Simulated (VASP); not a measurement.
A run of VASP 6.6.1 is set up as follows.

The input INCAR:

```
PREC = Accurate
ENCUT = 520
EDIFF = 1E-6
ISMEAR = 0
SIGMA = 0.1
LREAL = False
LASPH = True
NELM = 80
ALGO = Normal
ISIF = 2
LWAVE = False
LCHARG = False
GGA = PE
NBANDS = 51
```

File KPOINTS:

```
Automatic mesh
0
Gamma
  6 6 2
```

File POSCAR:

```
SnGe2
1.0
    3.9754554200      0.0000000000      0.0000000000
   -1.9877277100      3.4428453900      0.0000000000
    0.0000000000      0.0000000000      9.7378372800
Sn Ge
2 4
Direct
    0.6666666700      0.3333333300      0.2083333300
    0.3333333300      0.6666666700      0.7916666700
    0.3333333300      0.6666666700      0.5416666700
    0.0000000000      0.0000000000      0.8750000000
    0.6666666700      0.3333333300      0.4583333300
    0.0000000000      0.0000000000      0.1250000000
```

Potentials or basis: VASP PAW PBE potentials, release 64 (Sn_d, Ge_d).

Command:

```bash
$ cat potpaw_PBE.64/Sn_d/POTCAR potpaw_PBE.64/Ge_d/POTCAR > POTCAR
$ mpirun -np 1 vasp_std > vasp.out
```

Task: Estimate the band gap on the k mesh.

Result: Zero (filled and empty bands touch).

Task: Predict the largest force.

Result: 1.639 eV/Å.

Stress tensor (GPa, compression positive):
```
20.82  0.00  0.00
 0.00 20.82  0.00
 0.00  0.00 19.95
```

Caveat: the cell stands under pressure; semilocal functionals underestimate gaps, and a narrow one can read as zero; spin-orbit coupling is left out, which moves the levels of the heavy elements; forces of over 1 eV/Å act on the atoms, so gaps and moduli don't describe the material at rest.
